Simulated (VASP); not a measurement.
A run of VASP 6.6.1 is set up as follows.

Contents of INCAR:

```
SYSTEM = BaZnSbF
PREC = Accurate ; ENCUT = 520
EDIFF = 1E-6 ; ISMEAR = 0
SIGMA = 0.1 ; LREAL = .False.
LASPH = .True. ; NELM = 80
ALGO = Normal ; ISIF = 2
LWAVE = .False. ; LCHARG = .False.
GGA = PE ; NBANDS = 44
```

The input KPOINTS:

```
regular mesh
0
Gamma
  8 8 4
  0 0 0
```

POSCAR

```
BaZnSbF
1.0
    4.2650768160      0.0000000000      0.0000000000
    0.0000000000      4.2650768160      0.0000000000
    0.0000000000      0.0000000000      9.5438250036
Ba Zn Sb F
2 2 2 2
Direct
    0.0000000000      0.5000000000      0.3543683327
    0.5000000000      0.0000000000      0.6456316673
    0.5000000000      0.5000000000      0.0000000000
    0.0000000000      0.0000000000      0.0000000000
    0.5000000000      0.0000000000      0.1965088616
    0.0000000000      0.5000000000      0.8034911384
    0.5000000000      0.5000000000      0.5000000000
    0.0000000000      0.0000000000      0.5000000000
```

Potentials or basis: VASP PAW PBE potentials, release 64 (Ba_sv, Zn, Sb, F).

Command:

```console
$ cat potpaw_PBE.64/Ba_sv/POTCAR potpaw_PBE.64/Zn/POTCAR potpaw_PBE.64/Sb/POTCAR potpaw_PBE.64/F/POTCAR > POTCAR
$ mpirun -np 1 vasp_std > vasp.out
```

(1) Estimate the largest force.

(2) What does it give for the pressure?

(3) What does it give for the band gap on the k mesh?

Answers

(1) 1.953 eV/Å.

(2) 8.1 GPa.

(3) zero (filled and empty bands touch).

Caveat: the cell differs from its parent crystal (strained); the stress differs along the axes, from 4 to 10 GPa; semilocal functionals underestimate gaps, and a narrow one can read as zero; spin-orbit coupling is left out, which moves the levels of the heavy elements; forces of over 1 eV/Å act on the atoms, so gaps and moduli don't describe the material at rest.
